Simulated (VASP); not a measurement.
# NaH (P6_3/mmc) in VASP: notebook

NaH is run at these levels: r2SCAN, PBE; tasks: single point, relaxation of cell and atoms.

All numbers are computed with VASP 6.6.1; they aren't measurements. Logs are shortened: lines on timing, memory, paths and dates and some standing lists are left out, and cuts for length are marked.

## Step 1: The cell of the first run

It takes space group P6_3/mmc (No. 194, hexagonal). Conventional cell: a = 3.953 Å, b = 3.953 Å, c = 4.828 Å, α = 90.00°, β = 90.00°, γ = 120.00°. Within 3.0 Å of Na (site symmetry -6m2) lie 5 H at 2.28 to 2.41 Å. H (site symmetry -6m2) has 5 Na at 2.28 to 2.41 Å within 3.0 Å.

## Step 2: Single point, r2SCAN

The input, POSCAR:

```
NaH
1.0
    3.9533072841      0.0000000000      0.0000000000
   -1.9766536420      3.4236645370      0.0000000000
    0.0000000000      0.0000000000      4.8283237770
Na H
2 2
Direct
    0.3333333333      0.6666666667      0.2500000000
    0.6666666667      0.3333333333      0.7500000000
    0.6666666667      0.3333333333      0.2500000000
    0.3333333333      0.6666666667      0.7500000000
```

The input, INCAR.step1:

```
SYSTEM = NaH
PREC = Accurate
ENCUT = 520
ISMEAR = 0
SIGMA = 0.01
LREAL = .False.
LASPH = .True.
NELM = 100
NBANDS = 16
GGA = PE
ALGO = Normal
EDIFF = 1E-4
LWAVE = .True.
LCHARG = .False.
```

The input, INCAR.step2:

```
SYSTEM = NaH
PREC = Accurate
ENCUT = 520
EDIFF = 1E-7
ISMEAR = 0
SIGMA = 0.01
LREAL = .False.
LASPH = .True.
NELM = 100
ALGO = Normal
ISIF = 2
LWAVE = .False.
LCHARG = .False.
METAGGA = R2SCAN
LMIXTAU = .True.
NBANDS = 16
ISTART = 1
```

The input, KPOINTS:

```
regular mesh
0
Gamma
  12 12 6
  0 0 0
```

Potentials or basis: VASP PAW PBE potentials, release 64 (Na_pv, H).

Command:

```sh
> cat potpaw_PBE.64/Na_pv/POTCAR potpaw_PBE.64/H/POTCAR > POTCAR
> cp INCAR.step1 INCAR
> mpirun -np 1 vasp_std > vasp.out
> cp INCAR.step2 INCAR
> mpirun -np 1 vasp_std > vasp.out
```

OUTCAR:

```text
SYSTEM = NaH
   PREC = Accurate
   ENCUT = 520
   EDIFF = 1E-7
   ISMEAR = 0
   LREAL = .False.
   LASPH = .True.
   NELM = 100
   ISIF = 2
   METAGGA = R2SCAN
   ISTART = 1

 ion  position               nearest neighbor table
   1  0.333  0.667  0.250-
   2  0.667  0.333  0.750-
   3  0.667  0.333  0.250-
   4  0.333  0.667  0.750-

  LATTYP: Found a hexagonal cell.
 ALAT       =     3.9533072841
 C/A-ratio  =     1.2213378394

  Lattice vectors:

 A1 = (   3.9533072841,   0.0000000000,   0.0000000000)
 A2 = (  -1.9766536420,   3.4236645370,   0.0000000000)
 A3 = (   0.0000000000,   0.0000000000,   4.8283237770)

Analysis of symmetry for initial positions (statically):
=====================================================================
 Subroutine PRICEL returns:
 Original cell was already a primitive cell.

 Routine SETGRP: Setting up the symmetry group for a
 hexagonal supercell.

 Subroutine GETGRP returns: Found 24 space group operations
 (whereof 12 operations were pure point group operations)
 out of a pool of 24 trial point group operations.

The static configuration has the point symmetry D_3d.
 The point group associated with its full space group is D_6h.

Analysis of symmetry for dynamics (positions and initial velocities):
=====================================================================
 Subroutine PRICEL returns:
 Original cell was already a primitive cell.

 Routine SETGRP: Setting up the symmetry group for a
 hexagonal supercell.

 Subroutine GETGRP returns: Found 24 space group operations
 (whereof 12 operations were pure point group operations)
 out of a pool of 24 trial point group operations.

The dynamic configuration has the point symmetry D_3d.
 The point group associated with its full space group is D_6h.

 Subroutine INISYM returns: Found 24 space group operations
 (whereof 12 operations are pure point group operations),
 and found     1 'primitive' translations

----------------------------------------------------------------------------------------

                                     Primitive cell

  volume of cell :      65.3504

  direct lattice vectors                    reciprocal lattice vectors
     3.953307284  0.000000000  0.000000000     0.252952763  0.146042346  0.000000000
    -1.976653642  3.423664537  0.000000000     0.000000000  0.292084691  0.000000000
     0.000000000  0.000000000  4.828323777     0.000000000  0.000000000  0.207111214

  length of vectors
     3.953307284  3.953307284  4.828323777     0.292084691  0.292084691  0.207111214

  position of ions in fractional coordinates (direct lattice)
     0.333333333  0.666666667  0.250000000
     0.666666667  0.333333333  0.750000000
     0.666666667  0.333333333  0.250000000
     0.333333333  0.666666667  0.750000000

  ion indices of the primitive-cell ions
   primitive index   ion index
                 1           1
                 2           2
                 3           3
                 4           4

----------------------------------------------------------------------------------------

 KPOINTS: regular mesh

Automatic generation of k-mesh.
 Grid dimensions read from file:
 generate k-points for:   12   12    6

 Generating k-lattice:

  Cartesian coordinates                     Fractional coordinates (reciprocal lattice)
     0.021079397  0.012170195  0.000000000     0.083333333  0.000000000  0.000000000
     0.000000000  0.024340391  0.000000000     0.000000000  0.083333333  0.000000000
     0.000000000  0.000000000  0.034518536     0.000000000  0.000000000  0.166666667

  Length of vectors
     0.024340391  0.024340391  0.034518536

  Shift w.r.t. Gamma in fractional coordinates (k-lattice)
     0.000000000  0.000000000  0.000000000

 Subroutine IBZKPT returns following result:
 ===========================================

 Found     76 irreducible k-points:

 Following reciprocal coordinates:
            Coordinates               Weight
  0.000000  0.000000  0.000000      1.000000
  0.083333  0.000000  0.000000      6.000000
  0.166667  0.000000  0.000000      6.000000
  0.250000  0.000000  0.000000      6.000000
  0.333333  0.000000  0.000000      6.000000
  0.416667  0.000000  0.000000      6.000000
[... 16 lines left out ...]
  0.250000  0.000000  0.166667     12.000000
  0.333333  0.000000  0.166667     12.000000
 [... further k-points ...]
   k-points           NKPTS =     76   k-points in BZ     NKDIM =     76   number of bands    NBANDS=     16
   number of dos      NEDOS =    301   number of ions     NIONS =      4
   total plane-waves  NPLWV =  32400
   dimension x,y,z NGX =    30 NGY =   30 NGZ =   36
   dimension x,y,z NGXF=    60 NGYF=   60 NGZF=   72
   ions per type =               2   2
   NGX,Y,Z   is equivalent  to a cutoff of  12.62, 12.62, 12.40 a.u.
   NGXF,Y,Z  is equivalent  to a cutoff of  25.23, 25.23, 24.79 a.u.
 SYSTEM =  NaH
   PREC   = accura    normal or accurate (medium, high low for compatibility)
   ISTART =      1    job   : 0-new  1-cont  2-samecut
   ICHARG =      0    charge: 1-file 2-atom 10-const
   ISPIN  =      1    spin polarized calculation?
   LNONCOLLINEAR =      F non collinear calculations
   LSORBIT =      F    spin-orbit coupling
   LASPH  =      T    aspherical Exc in radial PAW
   ENCUT  =  520.0 eV  38.22 Ry    6.18 a.u.   7.35  7.35  8.98*2*pi/ulx,y,z
   NELM   =    100;   NELMIN=  2; NELMDL=  0     # of ELM steps
   EDIFF  = 0.1E-06   stopping-criterion for ELM
   LREAL  =      F    real-space projection
   EDIFFG = 0.1E-05   stopping-criterion for IOM
   NSW    =      0    number of steps for IOM
   IBRION =     -1    ionic relax: 0-MD 1-quasi-New 2-CG
   NFREE  =      0    steps in history (QN), initial steepest desc. (CG)
   ISIF   =      2    stress and relaxation
   ISYM   =      2    0-nonsym 1-usesym 2-fastsym
   POTIM  = 0.5000    time-step for ionic-motion
   TEBEG  =    0.0;   TEEND  =   0.0 temperature during run
   PSTRESS=    0.0 pullay stress
   NELECT =      16.0000    total number of electrons
   NUPDOWN=      -1.0000    fix difference up-down
   EMIN   =  10.00;   EMAX   =-10.00  energy-range for DOS
   EFERMI =   0.00;   METHOD = LEGACY
   ISMEAR =     0;   SIGMA  =   0.01  broadening in eV -4-tet -1-fermi 0-gaus
   EFERMI_NEDOS =   21; number of points for ismear=-14 and -15
   IALGO  =     38    algorithm
   IMIX   =      4    mixing-type and parameters
     AMIX     =   0.40;   BMIX     =  1.00
     AMIX_MAG =   1.60;   BMIX_MAG =  1.00
  volume/ion in A,a.u.               =      16.34       110.25
  Fermi-wavevector in a.u.,A,eV,Ry     =   1.024154  1.935371 14.271045  1.048892
  Thomas-Fermi vector in A             =   2.157926
   LORBIT       =      0    0 simple, 1 ext, 2 COOP (PROOUT), +10 PAW based schemes
   METAGGA = R2SCAN    functional components
   LHFCALC =     F    Hartree Fock is set to
   AEXX    =    0.0000 exact exchange contribution
   IVDW    =     0    specifies the selected vdW correction
   LEPSILON=     F    determine dielectric tensor
   LRPA    =     F    only Hartree local field effects (RPA)
 non-spin polarized calculation
 Gauss-broadening in eV      SIGMA  =   0.01
  energy-cutoff  :      520.00
  volume of cell :       65.35
 maximum number of plane-waves:      1794
 NGX is ok and might be reduce to    30
   NGX = 15   NGY = 15   NGZ = 17

 number of electron      16.0000017 magnetization

 Free energy of the ion-electron system (eV)
  ---------------------------------------------------
  ext. energy  EPLUGINS =         0.00000000
  ---------------------------------------------------
  free energy    TOTEN  =       -15.05390389 eV

  energy without entropy =      -15.05390389  energy(sigma->0) =      -15.05390389

 E-fermi :  -1.6510     XC(G=0):  -7.4667

 val. band max:       -1.7530967304   @ k =   0.0833   0.0833   0.0000
 cond. band min:       1.9247833802   @ k =   0.3333   0.3333   0.0000
 fundamental gap:      3.6778801106
 Fermi energy:        -1.6510408598

 k-point     1 :       0.0000    0.0000    0.0000
  band No.  band energies     occupation
      1     -24.8400      2.00000
      2     -24.8026      2.00000
      3     -24.8023      2.00000
      4     -24.7761      2.00000
      5     -24.7757      2.00000
      6     -24.7586      2.00000
[... 8 lines left out ...]
     15       9.8588      0.00000
     16      14.5356      0.00000

 k-point     2 :       0.0833    0.0000    0.0000
  band No.  band energies     occupation
      1     -24.8387      2.00000
      2     -24.8035      2.00000
      3     -24.8032      2.00000
      4     -24.7773      2.00000
      5     -24.7758      2.00000
      6     -24.7598      2.00000
[... 8 lines left out ...]
     15      11.0426      0.00000
     16      13.3255      0.00000

 k-point     3 :       0.1667    0.0000    0.0000
  band No.  band energies     occupation
      1     -24.8347      2.00000
      2     -24.8062      2.00000
      3     -24.8052      2.00000
      4     -24.7813      2.00000
      5     -24.7754      2.00000
      6     -24.7630      2.00000
[... 8 lines left out ...]
     15      11.7299      0.00000
     16      12.5570      0.00000

 k-point     4 :       0.2500    0.0000    0.0000
  band No.  band energies     occupation
      1     -24.8287      2.00000
      2     -24.8101      2.00000
      3     -24.8077      2.00000
      4     -24.7867      2.00000
      5     -24.7749      2.00000
      6     -24.7681      2.00000
[... 8 lines left out ...]
     15      12.0862      0.00000
     16      12.1101      0.00000
[... 324 lines left out ...]
 k-point    22 :       0.1667    0.0000    0.1667
  band No.  band energies     occupation
      1     -24.8331      2.00000
      2     -24.8032      2.00000
      3     -24.8020      2.00000
      4     -24.7869      2.00000
      5     -24.7774      2.00000
      6     -24.7644      2.00000
[... 8 lines left out ...]
     15      10.9889      0.00000
     16      12.6791      0.00000

 k-point    23 :       0.2500    0.0000    0.1667
  band No.  band energies     occupation
      1     -24.8315      2.00000
      2     -24.8055      2.00000
      3     -24.8028      2.00000
      4     -24.7943      2.00000
      5     -24.7771      2.00000
      6     -24.7661      2.00000
[... 8 lines left out ...]
     15      11.0106      0.00000
     16      13.0052      0.00000

 k-point    24 :       0.3333    0.0000    0.1667
  band No.  band energies     occupation
      1     -24.8307      2.00000
      2     -24.8077      2.00000
      3     -24.8047      2.00000
      4     -24.7984      2.00000
      5     -24.7770      2.00000
      6     -24.7692      2.00000
[... 8 lines left out ...]
     15      10.8150      0.00000
     16      11.9990      0.00000

 [... further k-points ...]

------------------------ aborting loop because EDIFF is reached ----------------------------------------

  FORCE on cell =-STRESS in cart. coord.  units (eV):
  Direction    XX          YY          ZZ          XY          YZ          ZX
  --------------------------------------------------------------------------------------
  -------------------------------------------------------------------------------------
  Total       -0.0493350     -0.0493350     -0.1148734     -0.0000000      0.0000000      0.0000000
  in kB       -1.2095320     -1.2095320     -2.8163205     -0.0000000      0.0000000      0.0000000
  external PRESSURE =      -1.7451282 kB  Pullay stress =       0.0000000 kB

 VOLUME and BASIS-vectors are now :
 -----------------------------------------------------------------------------
  energy-cutoff  :      520.00
  volume of cell :       65.35
      direct lattice vectors                 reciprocal lattice vectors
     3.953307284  0.000000000  0.000000000     0.252952763  0.146042346  0.000000000
    -1.976653642  3.423664537  0.000000000     0.000000000  0.292084691  0.000000000
     0.000000000  0.000000000  4.828323777     0.000000000  0.000000000  0.207111214

 POSITION                                       TOTAL-FORCE (eV/Angst)
 -----------------------------------------------------------------------------------
     -0.00000      2.28244      1.20708        -0.000000     -0.000000     -0.000000
      1.97665      1.14122      3.62124         0.000000      0.000000     -0.000000
      1.97665      1.14122      1.20708        -0.000000     -0.000000      0.000000
     -0.00000      2.28244      3.62124         0.000000     -0.000000      0.000000
 -----------------------------------------------------------------------------------
    total drift:                               -0.000000      0.000000      0.000000

  FREE ENERGIE OF THE ION-ELECTRON SYSTEM (eV)
  ---------------------------------------------------
  free  energy   TOTEN  =       -15.0539038853 eV

  energy  without entropy=      -15.0539038853  energy(sigma->0) =      -15.05390389
```

It took 7.2 min on 1 thread of AMD EPYC 7R13, shared host; peak memory 0.18 GiB.

What came out:

```
Free energy            : -15.0539 eV
Pressure               : -0.2 GPa
Band gap on the k mesh : 3.68 eV (least direct gap 4.45 eV)
```

Stress tensor (GPa, compression positive):
```
-0.12  0.00  0.00
 0.00 -0.12  0.00
 0.00  0.00 -0.28
```

Caveat: the PAW data sets were made with another functional, which shifts forces and pressure a little.

## Step 3: Relaxation of cell and atoms, PBE

This run uses another cell than the first one, of 8.96 Å³/atom.

The input, INCAR:

```
SYSTEM = NaH
ALGO = Normal ; EDIFF = 1E-6
EDIFFG = -0.005 ; ENCUT = 600
GGA = PE ; IBRION = 2
ISIF = 3 ; ISMEAR = -1
LASPH = .True. ; LCHARG = .False.
LREAL = .False. ; LWAVE = .False.
NELM = 80 ; NSW = 80
PREC = Accurate ; SIGMA = 0.02
```

The input, KPOINTS:

```
k-points
0
Gamma
  12 12 6
  0 0 0
```

The input, POSCAR:

```
NaH
1.0
    3.2112739336      0.0000000000      0.0000000000
   -1.6056369668      2.7810448050      0.0000000000
    0.0000000000      0.0000000000      4.0138791000
Na H
2 2
Direct
    0.3333333333      0.6666666667      0.2500000000
    0.6666666667      0.3333333333      0.7500000000
    0.6666666667      0.3333333333      0.2500000000
    0.3333333333      0.6666666667      0.7500000000
```

Potentials or basis: VASP PAW PBE potentials, release 64 (Na_pv, H).

Command:

```sh
> cat potpaw_PBE.64/Na_pv/POTCAR potpaw_PBE.64/H/POTCAR > POTCAR
> mpirun -np 1 vasp_std > vasp.out
```

Run time: 3.7 min. Hardware: 1 thread of AMD EPYC 7R13, shared host; peak memory 0.15 GiB.

The run converged. Its results:

| Item | Value |
| --- | --- |
| Free energy | -10.0339 eV |
| Relaxed volume | 16.29 Å³/atom |
| Relaxed cell | a = 3.940 Å, b = 3.940 Å, c = 4.847 Å, α = 90.00°, β = 90.00°, γ = 120.00° |
| Space group after relaxing (to 0.1 Å) | P6_3/mmc (No. 194) |
| Energy gained by relaxing | 540.5 meV/atom |
| Ionic steps | 11 |
| Pressure after relaxing | 0.0 GPa |
| Band gap on the k mesh | 3.36 eV (least direct gap 4.12 eV) |

Step by step:
```tsv
step	energy change (eV)	largest force (eV/Å)	pressure (GPa)	volume (Å³)
1	0.0000	0.0000	37.77	35.85
2	-1.6769	0.0000	11.42	47.96
3	-2.0897	0.0000	3.63	57.58
4	-1.9966	0.0000	-3.01	80.50
5	-2.1568	0.0000	-0.68	67.57
6	-2.1617	0.0000	-0.20	65.70
7	-2.1618	0.0000	0.16	64.98
8	-2.1619	0.0000	0.09	64.98
9	-2.1619	0.0000	0.09	64.98
10	-2.1619	0.0000	0.05	65.05
11	-2.1620	0.0000	0.02	65.15
```

Final structure:
```cif
data_structure
_symmetry_space_group_name_H-M 'P 1'
_symmetry_Int_Tables_number 1
_cell_length_a 3.9396
_cell_length_b 3.9396
_cell_length_c 4.8473
_cell_angle_alpha 90.000
_cell_angle_beta 90.000
_cell_angle_gamma 120.000
_cell_volume 65.15
loop_
_atom_site_label
_atom_site_type_symbol
_atom_site_fract_x
_atom_site_fract_y
_atom_site_fract_z
_atom_site_occupancy
Na1 Na 0.33333 0.66667 0.25000 1
Na2 Na 0.66667 0.33333 0.75000 1
H1 H 0.66667 0.33333 0.25000 1
H2 H 0.33333 0.66667 0.75000 1
```

Levels at points of the mesh, in eV from the valence-band top:
| k point | band 4 | band 5 | band 6 | band 7 | band 8 | band 9 | band 10 | band 11 | band 12 |
| --- | --- | --- | --- | --- | --- | --- | --- | --- | --- |
| (0.00, 0.00, 0.00) | -22.21 | -22.21 | -22.19 | -3.34 | -0.02 | 4.87 | 8.02 | 10.38 | 10.38 |
| (0.50, 0.00, 0.00) | -22.23 | -22.22 | -22.21 | -1.49 | -0.60 | 3.89 | 7.53 | 7.61 | 7.90 |
| (0.00, 0.00, 0.50) | -22.22 | -22.22 | -22.22 | -2.02 | -2.02 | 6.96 | 6.96 | 11.14 | 11.14 |
| (0.50, 0.00, 0.50) | -22.23 | -22.20 | -22.20 | -0.81 | -0.81 | 3.97 | 3.97 | 8.55 | 8.55 |

Caveat: the volume moved by over 15 % at a fixed basis, so the end points are rough. A k mesh can miss the band edges.
